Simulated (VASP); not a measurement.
# TePb3Se2 (P-3m1) in VASP: notebook

The runs below take TePb3Se2 through single point, relaxation of cell and atoms, with PBE.

Everything below comes from runs of VASP 6.6.1. Logs are shortened: lines on timing, memory, paths and dates and some standing lists are left out, and cuts for length are marked.

## Step 1: The cell of the first run

The structure is trigonal, space group P-3m1 (No. 164). Conventional cell: a = 4.427 Å, b = 4.427 Å, c = 10.844 Å, α = 90.00°, β = 90.00°, γ = 120.00°. Within 4.1 Å of Te (site symmetry -3m) lie 6 Pb at 3.13 Å. Within 4.1 Å of Pb (site symmetry 3m) lie 3 Se at 3.13 Å and 3 Te at 3.13 Å. Pb (site symmetry -3m) has 6 Se at 3.13 Å within 4.1 Å. Se (site symmetry 3m) has 6 Pb at 3.13 Å within 4.1 Å.

## Step 2: Single point, PBE

INCAR reads:

```
PREC = Accurate
ENCUT = 520
EDIFF = 1E-6
ISMEAR = 0
SIGMA = 0.1
LREAL = False
LASPH = True
NELM = 100
ALGO = Normal
ISIF = 2
LWAVE = False
LCHARG = False
GGA = PE
NBANDS = 39
```

KPOINTS reads:

```
regular mesh
0
Gamma
  6 6 2
```

POSCAR reads:

```
TePb3Se2
1.0
    4.4270304400      0.0000000000      0.0000000000
   -2.2135152200      3.8339208200      0.0000000000
    0.0000000000      0.0000000000     10.8439656500
Te Pb Se
1 3 2
Direct
    0.0000000000      0.0000000000      0.5000000000
    0.3333333300      0.6666666700      0.6666666700
    0.6666666700      0.3333333300      0.3333333300
    0.0000000000      0.0000000000      0.0000000000
    0.3333333300      0.6666666700      0.1666666700
    0.6666666700      0.3333333300      0.8333333300
```

Potentials or basis: VASP PAW PBE potentials, release 64 (Te, Pb_d, Se).

Run with:

```
> cat potpaw_PBE.64/Te/POTCAR potpaw_PBE.64/Pb_d/POTCAR potpaw_PBE.64/Se/POTCAR > POTCAR
> mpirun -np 1 vasp_std > vasp.out
```

OUTCAR:

```text
PREC = Accurate
   ENCUT = 520
   EDIFF = 1E-6
   ISMEAR = 0
   LREAL = False
   LASPH = True
   NELM = 100
   ISIF = 2
   GGA = PE

 ion  position               nearest neighbor table
   1  0.000  0.000  0.500-   2 3.13   3 3.13   2 3.13   3 3.13   3 3.13   2 3.13
   2  0.333  0.667  0.667-   6 3.13   6 3.13   1 3.13   6 3.13   1 3.13   1 3.13
   3  0.667  0.333  0.333-   5 3.13   5 3.13   1 3.13   5 3.13   1 3.13   1 3.13
   4  0.000  0.000  0.000-   5 3.13   6 3.13   5 3.13   6 3.13   6 3.13   5 3.13
   5  0.333  0.667  0.167-   3 3.13   3 3.13   4 3.13   3 3.13   4 3.13   4 3.13
   6  0.667  0.333  0.833-   2 3.13   2 3.13   4 3.13   2 3.13   4 3.13   4 3.13

  LATTYP: Found a hexagonal cell.
 ALAT       =     4.4270304400
 C/A-ratio  =     2.4494897419

  Lattice vectors:

 A1 = (   4.4270304400,   0.0000000000,   0.0000000000)
 A2 = (  -2.2135152200,   3.8339208200,   0.0000000000)
 A3 = (   0.0000000000,   0.0000000000,  10.8439656500)

Analysis of symmetry for initial positions (statically):
=====================================================================
 Subroutine PRICEL returns:
 Original cell was already a primitive cell.

 Routine SETGRP: Setting up the symmetry group for a
 hexagonal supercell.

 Subroutine GETGRP returns: Found 12 space group operations
 (whereof 12 operations were pure point group operations)
 out of a pool of 24 trial point group operations.

The static configuration has the point symmetry D_3d.

Analysis of symmetry for dynamics (positions and initial velocities):
=====================================================================
 Subroutine PRICEL returns:
 Original cell was already a primitive cell.

 Routine SETGRP: Setting up the symmetry group for a
 hexagonal supercell.

 Subroutine GETGRP returns: Found 12 space group operations
 (whereof 12 operations were pure point group operations)
 out of a pool of 24 trial point group operations.

The dynamic configuration has the point symmetry D_3d.

 Subroutine INISYM returns: Found 12 space group operations
 (whereof 12 operations are pure point group operations),
 and found     1 'primitive' translations

----------------------------------------------------------------------------------------
[... 89 lines left out ...]
   NELM   =    100;   NELMIN=  2; NELMDL= -5     # of ELM steps
   EDIFF  = 0.1E-05   stopping-criterion for ELM
   LREAL  =      F    real-space projection
   EDIFFG = 0.1E-04   stopping-criterion for IOM
   NSW    =      0    number of steps for IOM
   IBRION =     -1    ionic relax: 0-MD 1-quasi-New 2-CG
   NFREE  =      0    steps in history (QN), initial steepest desc. (CG)
   ISIF   =      2    stress and relaxation
   ISYM   =      2    0-nonsym 1-usesym 2-fastsym
   POTIM  = 0.5000    time-step for ionic-motion
   TEBEG  =    0.0;   TEEND  =   0.0 temperature during run
   PSTRESS=    0.0 pullay stress
   NELECT =      60.0000    total number of electrons
   NUPDOWN=      -1.0000    fix difference up-down
   EMIN   =  10.00;   EMAX   =-10.00  energy-range for DOS
   EFERMI =   0.00;   METHOD = LEGACY
   ISMEAR =     0;   SIGMA  =   0.10  broadening in eV -4-tet -1-fermi 0-gaus
   EFERMI_NEDOS =   21; number of points for ismear=-14 and -15
   IALGO  =     38    algorithm
   IMIX   =      4    mixing-type and parameters
     AMIX     =   0.40;   BMIX     =  1.00
     AMIX_MAG =   1.60;   BMIX_MAG =  1.00
  volume/ion in A,a.u.               =      30.68       207.01
  Fermi-wavevector in a.u.,A,eV,Ry     =   1.126706  2.129166 17.272143  1.269467
  Thomas-Fermi vector in A             =   2.263389
   LORBIT       =      0    0 simple, 1 ext, 2 COOP (PROOUT), +10 PAW based schemes
   GGA     = PE    functional components
   LHFCALC =     F    Hartree Fock is set to
   AEXX    =    0.0000 exact exchange contribution
   IVDW    =     0    specifies the selected vdW correction
   LEPSILON=     F    determine dielectric tensor
   LRPA    =     F    only Hartree local field effects (RPA)
 non-spin polarized calculation
 Gauss-broadening in eV      SIGMA  =   0.10
  energy-cutoff  :      520.00
  volume of cell :      184.05
 maximum number of plane-waves:      5008
 NGX is ok and might be reduce to    36
   NGX = 17   NGY = 17   NGZ = 41

 number of electron      59.9999988 magnetization

 Free energy of the ion-electron system (eV)
  ---------------------------------------------------
  ext. energy  EPLUGINS =         0.00000000
  ---------------------------------------------------
  free energy    TOTEN  =       -23.70816894 eV

  energy without entropy =      -23.70815040  energy(sigma->0) =      -23.70815967

 E-fermi :   5.3817     XC(G=0):  -9.3943

 val. band max:        5.1584946019   @ k =   0.0000   0.0000   0.5000
 cond. band min:       5.6202349398   @ k =   0.5000   0.0000   0.5000
 fundamental gap:      0.4617403379
 Fermi energy:         5.3816803945

 k-point     1 :       0.0000    0.0000    0.0000
  band No.  band energies     occupation
      1     -11.6906      2.00000
      2     -11.6906      2.00000
      3     -11.6782      2.00000
      4     -11.6782      2.00000
      5     -11.6679      2.00000
      6     -11.6664      2.00000
[... 577 lines left out ...]
     38       9.8812      0.00000
     39      10.2039      0.00000

------------------------ aborting loop because EDIFF is reached ----------------------------------------

  FORCE on cell =-STRESS in cart. coord.  units (eV):
  Direction    XX          YY          ZZ          XY          YZ          ZX
  --------------------------------------------------------------------------------------
  -------------------------------------------------------------------------------------
  Total        2.2349388      2.2349388      2.2182587      0.0000000     -0.0000000      0.0000000
  in kB       19.4550538     19.4550537     19.3098540      0.0000000     -0.0000000      0.0000000
  external PRESSURE =      19.4066539 kB  Pullay stress =       0.0000000 kB

 VOLUME and BASIS-vectors are now :
 -----------------------------------------------------------------------------
  energy-cutoff  :      520.00
  volume of cell :      184.05
      direct lattice vectors                 reciprocal lattice vectors
     4.427030440  0.000000000  0.000000000     0.225885052  0.130414796  0.000000000
    -2.213515220  3.833920820  0.000000000     0.000000000  0.260829591  0.000000000
     0.000000000  0.000000000 10.843965650     0.000000000  0.000000000  0.092217186

 POSITION                                       TOTAL-FORCE (eV/Angst)
 -----------------------------------------------------------------------------------
      0.00000      0.00000      5.42198         0.000000      0.000000      0.000000
     -0.00000      2.55595      7.22931         0.000000     -0.000000      0.866478
      2.21352      1.27797      3.61466        -0.000000      0.000000     -0.866478
      0.00000      0.00000      0.00000         0.000000      0.000000      0.000000
     -0.00000      2.55595      1.80733         0.000000     -0.000000     -0.021395
      2.21352      1.27797      9.03664         0.000000      0.000000      0.021395
 -----------------------------------------------------------------------------------
    total drift:                               -0.000000      0.000000      0.000000

  FREE ENERGIE OF THE ION-ELECTRON SYSTEM (eV)
  ---------------------------------------------------
  free  energy   TOTEN  =       -23.7081689364 eV

  energy  without entropy=      -23.7081503987  energy(sigma->0) =      -23.70815967
```

Run time: 1.9 min. Hardware: 1 thread of Intel Xeon Platinum 8175M at 2.50GHz (Skylake/Cascade Lake), shared host; peak memory 0.36 GiB.

Results:

```
Free energy            : -23.7082 eV
Pressure               : 1.9 GPa
Largest force          : 0.866 eV/Å
Band gap on the k mesh : 0.46 eV (least direct gap 0.47 eV)
```

Forces on the atoms (eV/Å):
```
Te   0.000  0.000  0.000
Pb   0.000  0.000  0.866
Pb   0.000  0.000 -0.866
Pb   0.000  0.000  0.000
Se   0.000  0.000 -0.021
Se   0.000  0.000  0.021
```

Caveat: spin-orbit coupling is left out, which moves the levels of the heavy elements.

## Step 3: Single point, PBE

This run uses another cell than the first one, of 31.82 Å³/atom.

INCAR reads:

```
SYSTEM = TePb3Se2
ALGO = Normal
EDIFF = 1E-6
ENCUT = 520
GGA = PE
ISIF = 2
ISMEAR = 0
LASPH = .TRUE.
LCHARG = .FALSE.
LREAL = .FALSE.
LWAVE = .FALSE.
NBANDS = 39
NELM = 80
PREC = Accurate
SIGMA = 0.1
```

KPOINTS reads:

```
k-points
0
G
  6 6 2
  0 0 0
```

POSCAR reads:

```
TePb3Se2
1.0
    4.4837762873      0.0000000000      0.0000000000
   -2.2418881437      3.8830641697      0.0000000000
    0.0000000000      0.0000000000     10.9663670283
Te Pb Se
1 3 2
Direct
    0.0000000000      0.0000000000      0.5000000000
    0.3333333333      0.6666666667      0.6810859759
    0.6666666667      0.3333333333      0.3189140241
    0.0000000000      0.0000000000      0.0000000000
    0.3333333333      0.6666666667      0.1597441741
    0.6666666667      0.3333333333      0.8402558259
```

Potentials or basis: VASP PAW PBE potentials, release 64 (Te, Pb_d, Se).

Run with:

```
> cat potpaw_PBE.64/Te/POTCAR potpaw_PBE.64/Pb_d/POTCAR potpaw_PBE.64/Se/POTCAR > POTCAR
> mpirun -np 1 vasp_std > vasp.out
```

Run time: 1.9 min. Hardware: 1 thread of Intel Xeon Platinum 8175M at 2.50GHz (Skylake/Cascade Lake), shared host; peak memory 0.37 GiB.

It converged, with:

* Free energy: -23.8742 eV
* Pressure: -0.1 GPa
* Largest force: 0.020 eV/Å
* Band gap on the k mesh: 0.58 eV

Forces on the atoms (eV/Å):
```
Te   0.000  0.000  0.000
Pb   0.000  0.000 -0.020
Pb   0.000  0.000  0.020
Pb   0.000  0.000  0.000
Se   0.000  0.000  0.012
Se   0.000  0.000 -0.012
```

Stress tensor (GPa, compression positive):
```
-0.12  0.00  0.00
 0.00 -0.12  0.00
 0.00  0.00 -0.05
```

Levels at points of the mesh, in eV from the valence-band top:
```csv
k point,band 26,band 27,band 28,band 29,band 30,band 31,band 32,band 33,band 34,band 35
"(0.00, 0.00, 0.00)",-1.44,-0.73,-0.73,-0.54,-0.49,1.39,1.63,2.19,2.19,2.27
"(0.50, 0.00, 0.00)",-2.26,-1.87,-1.42,-1.23,-1.22,2.01,2.05,2.62,2.83,3.10
"(0.00, 0.00, 0.50)",-1.18,-1.04,-0.71,-0.71,0.00,0.61,1.67,1.67,3.05,3.19
"(0.50, 0.00, 0.50)",-2.31,-2.29,-1.04,-0.98,0.00,0.58,1.69,1.70,3.80,3.92
```

Caveat: spin-orbit coupling is left out, which moves the levels of the heavy elements. A k mesh can miss the band edges.

## Step 4: Relaxation of cell and atoms, PBE

INCAR reads:

```
  ALGO = Normal
  EDIFF = 1E-6
  EDIFFG = -0.04
  ENCUT = 600
  GGA = PE
  IBRION = 2
  ISIF = 3
  ISMEAR = 0
  LASPH = T
  LCHARG = F
  LREAL = F
  LWAVE = F
  NELM = 80
  NSW = 90
  PREC = Accurate
  SIGMA = 0.1
```

KPOINTS reads:

```
k-points
0
Gamma
  6 6 2
```

POSCAR reads:

```
TePb3Se2
1.0
    4.4270304400      0.0000000000      0.0000000000
   -2.2135152200      3.8339208200      0.0000000000
    0.0000000000      0.0000000000     10.8439656500
Te Pb Se
1 3 2
Direct
    0.0000000000      0.0000000000      0.5000000000
    0.3333333300      0.6666666700      0.6666666700
    0.6666666700      0.3333333300      0.3333333300
    0.0000000000      0.0000000000      0.0000000000
    0.3333333300      0.6666666700      0.1666666700
    0.6666666700      0.3333333300      0.8333333300
```

Potentials or basis: VASP PAW PBE potentials, release 64 (Te, Pb_d, Se).

Run with:

```
> cat potpaw_PBE.64/Te/POTCAR potpaw_PBE.64/Pb_d/POTCAR potpaw_PBE.64/Se/POTCAR > POTCAR
> mpirun -np 1 vasp_std > vasp.out
```

OUTCAR:

```text
EDIFF = 1E-6
   EDIFFG = -0.04
   ENCUT = 600
   GGA = PE
   IBRION = 2
   ISIF = 3
   ISMEAR = 0
   LASPH = T
   LREAL = F
   NELM = 80
   NSW = 90
   PREC = Accurate

 ion  position               nearest neighbor table
   1  0.000  0.000  0.500-   2 3.13   3 3.13   2 3.13   3 3.13   3 3.13   2 3.13
   2  0.333  0.667  0.667-   6 3.13   6 3.13   1 3.13   6 3.13   1 3.13   1 3.13
   3  0.667  0.333  0.333-   5 3.13   5 3.13   1 3.13   5 3.13   1 3.13   1 3.13
   4  0.000  0.000  0.000-   5 3.13   6 3.13   5 3.13   6 3.13   6 3.13   5 3.13
   5  0.333  0.667  0.167-   3 3.13   3 3.13   4 3.13   3 3.13   4 3.13   4 3.13
   6  0.667  0.333  0.833-   2 3.13   2 3.13   4 3.13   2 3.13   4 3.13   4 3.13

  LATTYP: Found a hexagonal cell.
 ALAT       =     4.4270304400
 C/A-ratio  =     2.4494897419

  Lattice vectors:

 A1 = (   4.4270304400,   0.0000000000,   0.0000000000)
 A2 = (  -2.2135152200,   3.8339208200,   0.0000000000)
 A3 = (   0.0000000000,   0.0000000000,  10.8439656500)

Analysis of symmetry for initial positions (statically):
=====================================================================
 Subroutine PRICEL returns:
 Original cell was already a primitive cell.

 Routine SETGRP: Setting up the symmetry group for a
 hexagonal supercell.

 Subroutine GETGRP returns: Found 12 space group operations
 (whereof 12 operations were pure point group operations)
 out of a pool of 24 trial point group operations.

The static configuration has the point symmetry D_3d.

[... 166 lines left out ...]
  -------------------------------------------------------------------------------------
  Total        2.2672821      2.2672821      2.2505410     -0.0000000     -0.0000000      0.0000000
  in kB       19.7366009     19.7366009     19.5908702     -0.0000000     -0.0000000      0.0000000
  external PRESSURE =      19.6880240 kB  Pullay stress =       0.0000000 kB
[... 227 lines left out ...]
--------------------------------------- Ionic step        7  -------------------------------------------

 number of electron      60.0000009 magnetization

 E-fermi :   4.8722     XC(G=0):  -9.2073

 val. band max:        4.5774082012   @ k =   0.0000   0.0000   0.5000
 cond. band min:       5.1672213919   @ k =   0.5000   0.0000   0.5000
 fundamental gap:      0.5898131908
 Fermi energy:         4.8721750975

 k-point     1 :       0.0000    0.0000    0.0000
  band No.  band energies     occupation
      1     -12.1575      2.00000
      2     -12.1547      2.00000
      3     -12.1547      2.00000
      4     -12.1449      2.00000
      5     -12.1449      2.00000
      6     -12.0919      2.00000
[... 574 lines left out ...]
--------------------------------------- Ionic step        8  -------------------------------------------

 number of electron      60.0000002 magnetization

 Free energy of the ion-electron system (eV)
  ---------------------------------------------------
  ext. energy  EPLUGINS =         0.00000000
  ---------------------------------------------------
  free energy    TOTEN  =       -23.87319274 eV

  energy without entropy =      -23.87319084  energy(sigma->0) =      -23.87319179

 E-fermi :   5.0019     XC(G=0):  -9.2590

 val. band max:        4.7232216882   @ k =   0.0000   0.0000   0.5000
 cond. band min:       5.2819910450   @ k =   0.5000   0.0000   0.5000
 fundamental gap:      0.5587693568
 Fermi energy:         5.0018706108

 k-point     1 :       0.0000    0.0000    0.0000
  band No.  band energies     occupation
      1     -12.0043      2.00000
      2     -12.0039      2.00000
      3     -12.0039      2.00000
      4     -11.9925      2.00000
      5     -11.9925      2.00000
      6     -11.9844      2.00000
[... 568 lines left out ...]
  FREE ENERGIE OF THE ION-ELECTRON SYSTEM (eV)
  ---------------------------------------------------
  free  energy   TOTEN  =       -23.8731927429 eV

  energy  without entropy=      -23.8731908428  energy(sigma->0) =      -23.87319179

 reached required accuracy - stopping structural energy minimisation
```

OSZICAR:

```text
N       E                     dE             d eps       ncg     rms          rms(c)
DAV:   1     0.682825540852E+03    0.68283E+03   -0.29055E+04  1008   0.188E+03
DAV:   2     0.647024402424E+02   -0.61812E+03   -0.60520E+03  1012   0.480E+02
DAV:   3    -0.193180757095E+02   -0.84021E+02   -0.81770E+02  1316   0.197E+02
[... 76 lines left out ...]
DAV:   3    -0.238730203943E+02    0.10502E-01   -0.41572E-02  1296   0.223E+00    0.117E-01
DAV:   4    -0.238731265878E+02   -0.10619E-03   -0.20019E-03  1280   0.388E-01    0.647E-02
DAV:   5    -0.238731641248E+02   -0.37537E-04   -0.13880E-04  1416   0.955E-02    0.491E-02
DAV:   6    -0.238731910964E+02   -0.26972E-04   -0.33464E-05  1288   0.407E-02    0.947E-03
DAV:   7    -0.238731936958E+02   -0.25994E-05   -0.11868E-05  1164   0.317E-02    0.853E-03
DAV:   8    -0.238731927429E+02    0.95288E-06   -0.12956E-06   692   0.872E-03
   8 F= -.23873193E+02 E0= -.23873192E+02  d E =-.253876E-02
```

It took 11 min on 1 thread of Intel Xeon Platinum 8175M at 2.50GHz (Skylake/Cascade Lake), shared host; peak memory 0.41 GiB.

What came out:

```
Free energy                           : -23.8732 eV
Relaxed volume                        : 31.65 Å³/atom
Relaxed cell                          : a = 4.472 Å, b = 4.472 Å, c = 10.964 Å, α = 90.00°, β = 90.00°, γ = 120.00°
Space group after relaxing (to 0.1 Å) : P-3m1 (No. 164)
Energy gained by relaxing             : 27.5 meV/atom
Ionic steps                           : 8
Pressure after relaxing               : 0.2 GPa
Largest force after relaxing          : 0.037 eV/Å
Band gap on the k mesh                : 0.56 eV (least direct gap 0.57 eV)
```

Forces in eV/Å, atoms in the order of the input:
```
Te   0.000  0.000  0.000
Pb   0.000  0.000 -0.037
Pb   0.000  0.000  0.037
Pb   0.000  0.000  0.000
Se   0.000  0.000  0.013
Se   0.000  0.000 -0.013
```

The path:
```tsv
step	energy change (eV)	largest force (eV/Å)	pressure (GPa)	volume (Å³)
1	0.0000	0.8665	1.97	184.05
2	-0.0950	0.4990	-0.66	194.28
3	-0.0949	0.5039	-0.63	194.19
4	-0.1279	0.3251	-0.37	192.72
5	-0.1522	0.2397	0.19	189.94
6	-0.1593	0.1730	-0.04	190.87
7	-0.1624	0.0883	-0.33	192.08
8	-0.1649	0.0371	0.16	189.88
```

Final structure:
```
CELL_PARAMETERS angstrom
4.47190 0.00000 0.00000
-2.23595 3.87278 0.00000
0.00000 0.00000 10.96392
ATOMIC_POSITIONS crystal
Te 0.00000 0.00000 0.50000
Pb 0.33333 0.66667 0.68139
Pb 0.66667 0.33333 0.31861
Pb 0.00000 0.00000 0.00000
Se 0.33333 0.66667 0.15958
Se 0.66667 0.33333 0.84042
```

Caveat: spin-orbit coupling is left out, which moves the levels of the heavy elements.

## Step 5: The runs side by side

```tsv
task	cell	cutoff (eV)	gap on the mesh (eV)	pressure (GPa)	largest force (eV/Å)
single point	a = 4.427, b = 4.427, c = 10.844 Å, angles 90.0, 90.0, 120.0°, 6 atoms, atomic positions A	520	0.46	1.9	0.87
single point	a = 4.484, b = 4.484, c = 10.966 Å, angles 90.0, 90.0, 120.0°, 6 atoms, atomic positions B	520	0.58	-0.1	0.02
relaxation of cell and atoms	relaxed from a = 4.427, b = 4.427, c = 10.844 Å, angles 90.0, 90.0, 120.0°, 6 atoms, atomic positions A	600	0.56	0.2	0.04
```

Alike in all rows: level PBE; potentials or basis VASP PAW PBE potentials, release 64 (Te, Pb_d, Se); no spin polarisation; k mesh 6 × 6 × 2; smearing gaussian 0.1 eV.

Caveats: spin-orbit coupling is left out, which moves the levels of the heavy elements.

Absolute energies hang on the potentials; compare differences alone.
